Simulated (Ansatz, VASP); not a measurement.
**PtSe2: VASP beside Ansatz**

```
Pt Se
1.0
     3.29723    0.00000    0.00000
     0.00000    3.29723    0.00000
     0.00000    0.00000    5.70644
Pt Se
1 2
Direct
  0.50000 0.50000 0.00000
  0.00000 0.00000 0.26757
  0.00000 0.00000 0.73243
```

Alike in both runs: functional PBE; k mesh 4 × 4 × 4; occupations gaussian, width 0.1 eV; no spin polarisation.

Ansatz relaxed the structure, and its values are those at the end. VASP's run is a single point on that final structure, the one shown.

|  | VASP | Ansatz |
| --- | --- | --- |
| version | VASP 6.6.1 | Ansatz 0.2.0 |
| potentials or method | VASP PAW PBE potentials, release 64 (Pt, Se), cutoff 520 eV | scalar-relativistic, plane waves, PAW |
| valence electrons in the cell | 22 | 50 |

```csv
,VASP,Ansatz,Ansatz less VASP
gap on the k mesh at the Fermi level (eV),none,none,-
pressure (GPa),0.1,0.2,+0.06
rms of the force components (eV/Å),0.005,0.005,-0.0003
```

A gap of «none» marks a metal or a gap that the smearing closes. VASP's potentials hold 22 valence electrons a cell and Ansatz's 50, so a difference there can come from the potentials and not from the codes.

The k mesh is coarse, so the values compare programs but aren't converged. Spin-orbit coupling is off throughout.
